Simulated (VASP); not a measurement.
# Al3GaN4 (Cm) in VASP: single point with PBEsol

Aim: the single point of Al3GaN4 with PBEsol.

All numbers are computed with VASP 6.6.1; they aren't measurements. Logs are shortened: lines on timing, memory, paths and dates and some standing lists are left out, and cuts for length are marked.

### Step 1. The cell of the first run

The structure is monoclinic, space group Cm (No. 8). Conventional cell: a = 6.232 Å, b = 6.232 Å, c = 4.407 Å, α = 90.00°, β = 90.00°, γ = 90.00°. Within 2.5 Å of Al (site symmetry m) lie 4 N at 1.90 Å. Within 2.5 Å of Al (site symmetry 1) lie 4 N at 1.90 Å. Ga (site symmetry m) has 4 N at 1.92 to 1.98 Å within 2.5 Å. Within 2.5 Å of N (site symmetry m) lie 3 Al at 1.90 Å and 1 Ga at 1.98 Å. N (site symmetry 1) has 3 Al at 1.90 Å and 1 Ga at 1.95 Å within 2.5 Å. Within 2.5 Å of N (site symmetry m) lie 3 Al at 1.90 Å and 1 Ga at 1.92 Å.

### Step 2. Single point, PBEsol (atom 4 (Ga) moved +0.033 Å along Cartesian [1 1 0])

Input file INCAR:

```
SYSTEM = Al3GaN4
ALGO = Normal ; EDIFF = 1E-6
ENCUT = 520 ; GGA = PS
ISIF = 2 ; ISMEAR = 0
LASPH = .TRUE. ; LCHARG = .FALSE.
LREAL = .FALSE. ; LWAVE = .FALSE.
NBANDS = 31 ; NELM = 80
PREC = Accurate ; SIGMA = 0.05
```

Input file KPOINTS:

```
k-points
0
G
  6 6 6
  0 0 0
```

Input file POSCAR:

```
Al3GaN4
1.0
    4.4069948390      0.0000000000      0.0000000000
    0.0000000000      4.4069948390      0.0000000000
    0.0000000000      0.0000000000      4.4069948390
Al Ga N
3 1 4
Direct
    0.5000000000      0.5000000000      0.0000000000
    0.5000000000      0.0000000000      0.5000000000
    0.0000000000      0.5000000000      0.5000000000
    0.0053430187      0.0053430187      0.0000000000
    0.7447077168      0.7447077168      0.2552922832
    0.7447077168      0.2552922832      0.7447077168
    0.2552922832      0.7447077168      0.7447077168
    0.2552922832      0.2552922832      0.2552922832
```

Potentials or basis: VASP PAW PBE potentials, release 64 (Al, Ga_d, N).

Run with:

```bash
cat potpaw_PBE.64/Al/POTCAR potpaw_PBE.64/Ga_d/POTCAR potpaw_PBE.64/N/POTCAR > POTCAR
mpirun -np 1 vasp_std > vasp.out
```

OUTCAR:

```text
SYSTEM = Al3GaN4
   EDIFF = 1E-6
   ENCUT = 520
   GGA = PS
   ISIF = 2
   ISMEAR = 0
   LASPH = .TRUE.
   LREAL = .FALSE.
   NELM = 80
   PREC = Accurate

 ion  position               nearest neighbor table
   1  0.500  0.500  0.000-   5 1.90   6 1.90   7 1.90   8 1.90   4 3.08   3 3.12   2 3.12   2 3.12
                             3 3.12   2 3.12   2 3.12   3 3.12   3 3.12   4 3.12   4 3.12
   2  0.500  0.000  0.500-   5 1.90   6 1.90   7 1.90   8 1.90   4 3.10   4 3.10   1 3.12   1 3.12
                             3 3.12   1 3.12   3 3.12   1 3.12   3 3.12   3 3.12   4 3.13   4 3.13
   3  0.000  0.500  0.500-   5 1.90   6 1.90   7 1.90   8 1.90   4 3.10   4 3.10   1 3.12   1 3.12
                             2 3.12   2 3.12   1 3.12   2 3.12   1 3.12   2 3.12   4 3.13   4 3.13
   4  0.005  0.005  0.000-   8 1.92   7 1.95   6 1.95   5 1.98   1 3.08   2 3.10   3 3.10   2 3.10
                             3 3.10   1 3.12   1 3.12   3 3.13   3 3.13   2 3.13   2 3.13
   5  0.745  0.745  0.255-   1 1.90   2 1.90   3 1.90   4 1.98
   6  0.745  0.255  0.745-   1 1.90   2 1.90   3 1.90   4 1.95
   7  0.255  0.745  0.745-   1 1.90   2 1.90   3 1.90   4 1.95
   8  0.255  0.255  0.255-   1 1.90   2 1.90   3 1.90   4 1.92

  LATTYP: Found a simple cubic cell.
 ALAT       =     4.4069948390

  Lattice vectors:

 A1 = (   4.4069948390,   0.0000000000,   0.0000000000)
 A2 = (   0.0000000000,   4.4069948390,   0.0000000000)
 A3 = (   0.0000000000,   0.0000000000,   4.4069948390)

Analysis of symmetry for initial positions (statically):
=====================================================================
 Subroutine PRICEL returns:
 Original cell was already a primitive cell.

 Routine SETGRP: Setting up the symmetry group for a
 simple cubic supercell.

 Subroutine GETGRP returns: Found  2 space group operations
 (whereof  2 operations were pure point group operations)
 out of a pool of 48 trial point group operations.

The static configuration has the point symmetry C_1h.

Analysis of symmetry for dynamics (positions and initial velocities):
=====================================================================
 Subroutine PRICEL returns:
 Original cell was already a primitive cell.

 Routine SETGRP: Setting up the symmetry group for a
 simple cubic supercell.

 Subroutine GETGRP returns: Found  2 space group operations
 (whereof  2 operations were pure point group operations)
 out of a pool of 48 trial point group operations.

The dynamic configuration has the point symmetry C_1h.

 Subroutine INISYM returns: Found  2 space group operations
 (whereof  2 operations are pure point group operations),
 and found     1 'primitive' translations

----------------------------------------------------------------------------------------

                                     Primitive cell

  volume of cell :      85.5909

  direct lattice vectors                    reciprocal lattice vectors
     4.406994839  0.000000000  0.000000000     0.226911997  0.000000000  0.000000000
     0.000000000  4.406994839  0.000000000     0.000000000  0.226911997  0.000000000
     0.000000000  0.000000000  4.406994839     0.000000000  0.000000000  0.226911997

  length of vectors
     4.406994839  4.406994839  4.406994839     0.226911997  0.226911997  0.226911997

  position of ions in fractional coordinates (direct lattice)
     0.500000000  0.500000000  0.000000000
     0.500000000  0.000000000  0.500000000
     0.000000000  0.500000000  0.500000000
     0.005343019  0.005343019  0.000000000
     0.744707717  0.744707717  0.255292283
     0.744707717  0.255292283  0.744707717
     0.255292283  0.744707717  0.744707717
     0.255292283  0.255292283  0.255292283

  ion indices of the primitive-cell ions
   primitive index   ion index
                 1           1
                 2           2
                 3           3
                 4           4
                 5           5
                 6           6
                 7           7
                 8           8

----------------------------------------------------------------------------------------

 KPOINTS: k-points

Automatic generation of k-mesh.
 Grid dimensions read from file:
 generate k-points for:    6    6    6

 Generating k-lattice:

  Cartesian coordinates                     Fractional coordinates (reciprocal lattice)
     0.037818666  0.000000000  0.000000000     0.166666667  0.000000000  0.000000000
     0.000000000  0.037818666  0.000000000     0.000000000  0.166666667  0.000000000
     0.000000000  0.000000000  0.037818666     0.000000000  0.000000000  0.166666667

  Length of vectors
     0.037818666  0.037818666  0.037818666

  Shift w.r.t. Gamma in fractional coordinates (k-lattice)
     0.000000000  0.000000000  0.000000000

 Subroutine IBZKPT returns following result:
 ===========================================

 Found     68 irreducible k-points:

 Following reciprocal coordinates:
            Coordinates               Weight
  0.000000  0.000000  0.000000      1.000000
  0.166667  0.000000  0.000000      4.000000
  0.000000  0.000000  0.166667      2.000000
  0.333333  0.000000  0.000000      4.000000
  0.000000  0.000000  0.333333      2.000000
  0.500000  0.000000  0.000000      2.000000
[... 16 lines left out ...]
 -0.333333  0.333333  0.000000      2.000000
 -0.333333  0.000000  0.333333      4.000000
 [... further k-points ...]
   k-points           NKPTS =     68   k-points in BZ     NKDIM =     68   number of bands    NBANDS=     31
   number of dos      NEDOS =    301   number of ions     NIONS =      8
   total plane-waves  NPLWV =  46656
   dimension x,y,z NGX =    36 NGY =   36 NGZ =   36
   dimension x,y,z NGXF=    72 NGYF=   72 NGZF=   72
   ions per type =               3   1   4
   NGX,Y,Z   is equivalent  to a cutoff of  13.58, 13.58, 13.58 a.u.
   NGXF,Y,Z  is equivalent  to a cutoff of  27.16, 27.16, 27.16 a.u.
 SYSTEM =  Al3GaN4
   PREC   = accura    normal or accurate (medium, high low for compatibility)
   ISTART =      0    job   : 0-new  1-cont  2-samecut
   ICHARG =      2    charge: 1-file 2-atom 10-const
   ISPIN  =      1    spin polarized calculation?
   LNONCOLLINEAR =      F non collinear calculations
   LSORBIT =      F    spin-orbit coupling
   LASPH  =      T    aspherical Exc in radial PAW
   ENCUT  =  520.0 eV  38.22 Ry    6.18 a.u.   8.19  8.19  8.19*2*pi/ulx,y,z
   NELM   =     80;   NELMIN=  2; NELMDL= -5     # of ELM steps
   EDIFF  = 0.1E-05   stopping-criterion for ELM
   LREAL  =      F    real-space projection
   EDIFFG = 0.1E-04   stopping-criterion for IOM
   NSW    =      0    number of steps for IOM
   IBRION =     -1    ionic relax: 0-MD 1-quasi-New 2-CG
   NFREE  =      0    steps in history (QN), initial steepest desc. (CG)
   ISIF   =      2    stress and relaxation
   ISYM   =      2    0-nonsym 1-usesym 2-fastsym
   POTIM  = 0.5000    time-step for ionic-motion
   TEBEG  =    0.0;   TEEND  =   0.0 temperature during run
   PSTRESS=    0.0 pullay stress
   NELECT =      42.0000    total number of electrons
   NUPDOWN=      -1.0000    fix difference up-down
   EMIN   =  10.00;   EMAX   =-10.00  energy-range for DOS
   EFERMI =   0.00;   METHOD = LEGACY
   ISMEAR =     0;   SIGMA  =   0.05  broadening in eV -4-tet -1-fermi 0-gaus
   EFERMI_NEDOS =   21; number of points for ismear=-14 and -15
   IALGO  =     38    algorithm
   IMIX   =      4    mixing-type and parameters
     AMIX     =   0.40;   BMIX     =  1.00
     AMIX_MAG =   1.60;   BMIX_MAG =  1.00
  volume/ion in A,a.u.               =      10.70        72.20
  Fermi-wavevector in a.u.,A,eV,Ry     =   1.291265  2.440137 22.685883  1.667365
  Thomas-Fermi vector in A             =   2.423046
   LORBIT       =      0    0 simple, 1 ext, 2 COOP (PROOUT), +10 PAW based schemes
   GGA     = PS    functional components
   LHFCALC =     F    Hartree Fock is set to
   AEXX    =    0.0000 exact exchange contribution
   IVDW    =     0    specifies the selected vdW correction
   LEPSILON=     F    determine dielectric tensor
   LRPA    =     F    only Hartree local field effects (RPA)
 non-spin polarized calculation
 Gauss-broadening in eV      SIGMA  =   0.05
  energy-cutoff  :      520.00
  volume of cell :       85.59
 maximum number of plane-waves:      2325
 NGX is ok and might be reduce to    36
   NGX = 17   NGY = 17   NGZ = 17

 number of electron      42.0000010 magnetization

 Free energy of the ion-electron system (eV)
  ---------------------------------------------------
  ext. energy  EPLUGINS =         0.00000000
  ---------------------------------------------------
  free energy    TOTEN  =       -59.94119073 eV

  energy without entropy =      -59.94119073  energy(sigma->0) =      -59.94119073

 E-fermi :   5.9296     XC(G=0): -11.3282

 val. band max:        5.6438722917   @ k =   0.0000   0.0000   0.0000
 cond. band min:       8.8367875529   @ k =   0.0000   0.0000   0.0000
 fundamental gap:      3.1929152612
 Fermi energy:         5.9295681840

 k-point     1 :       0.0000    0.0000    0.0000
  band No.  band energies     occupation
      1      -9.5421      2.00000
      2      -7.8457      2.00000
      3      -7.7803      2.00000
      4      -7.7182      2.00000
      5      -6.9951      2.00000
      6      -6.9951      2.00000
[... 23 lines left out ...]
     30      17.4540      0.00000
     31      17.4732      0.00000

 k-point     2 :       0.1667    0.0000    0.0000
  band No.  band energies     occupation
      1      -9.4147      2.00000
      2      -7.8744      2.00000
      3      -7.8085      2.00000
      4      -7.7330      2.00000
      5      -6.9937      2.00000
      6      -6.9903      2.00000
[... 740 lines left out ...]
 k-point    24 :      -0.3333    0.0000    0.3333
  band No.  band energies     occupation
      1      -8.6773      2.00000
      2      -8.0876      2.00000
      3      -7.9344      2.00000
      4      -7.7387      2.00000
      5      -6.9780      2.00000
      6      -6.9687      2.00000
[... 23 lines left out ...]
     30      16.0983      0.00000
     31      16.2228      0.00000

 [... further k-points ...]

------------------------ aborting loop because EDIFF is reached ----------------------------------------

  FORCE on cell =-STRESS in cart. coord.  units (eV):
  Direction    XX          YY          ZZ          XY          YZ          ZX
  --------------------------------------------------------------------------------------
  -------------------------------------------------------------------------------------
  Total       -0.0138993     -0.0138993      0.0027199      0.0230148      0.2112028      0.2112030
  in kB       -0.2601813     -0.2601813      0.0509145      0.4308135      3.9535082      3.9535111
  external PRESSURE =      -0.1564827 kB  Pullay stress =       0.0000000 kB

 VOLUME and BASIS-vectors are now :
 -----------------------------------------------------------------------------
  energy-cutoff  :      520.00
  volume of cell :       85.59
      direct lattice vectors                 reciprocal lattice vectors
     4.406994839  0.000000000  0.000000000     0.226911997  0.000000000  0.000000000
     0.000000000  4.406994839  0.000000000     0.000000000  0.226911997  0.000000000
     0.000000000  0.000000000  4.406994839     0.000000000  0.000000000  0.226911997

 POSITION                                       TOTAL-FORCE (eV/Angst)
 -----------------------------------------------------------------------------------
      2.20350      2.20350      0.00000         0.109642      0.109642      0.000709
      2.20350      0.00000      2.20350         0.109559     -0.079671     -0.000218
      0.00000      2.20350      2.20350        -0.079671      0.109559     -0.000218
      0.02355      0.02355      0.00000        -0.421751     -0.421751     -0.027757
      3.28192      3.28192      1.12507         0.116959      0.116959     -0.096720
      3.28192      1.12507      3.28192         0.024765      0.012489      0.006314
      1.12507      3.28192      3.28192         0.012489      0.024765      0.006314
      1.12507      1.12507      1.12507         0.128008      0.128008      0.111577
 -----------------------------------------------------------------------------------
    total drift:                               -0.000124     -0.000124     -0.000203

  FREE ENERGIE OF THE ION-ELECTRON SYSTEM (eV)
  ---------------------------------------------------
  free  energy   TOTEN  =       -59.9411907346 eV

  energy  without entropy=      -59.9411907346  energy(sigma->0) =      -59.94119073
```

Run time: 2.1 min. Hardware: 1 thread of Intel Xeon Platinum 8375C at 2.90GHz (Ice Lake), shared host; peak memory 0.31 GiB.

What came out:

```
Free energy            : -59.9412 eV
Pressure               : 0.0 GPa
Largest force          : 0.597 eV/Å
Band gap on the k mesh : 3.19 eV
```

Forces in eV/Å, atoms in the order of the input:
```
Al   0.110  0.110  0.001
Al   0.110 -0.080  0.000
Al  -0.080  0.110  0.000
Ga  -0.422 -0.422 -0.028
N    0.117  0.117 -0.097
N    0.025  0.012  0.006
N    0.012  0.025  0.006
N    0.128  0.128  0.112
```

Caveat: the cell differs from its parent crystal (atom 4 (Ga) moved +0.033 Å along Cartesian [1 1 0]); the PAW data sets were made with another functional, which shifts forces and pressure a little. A k mesh can miss the band edges.
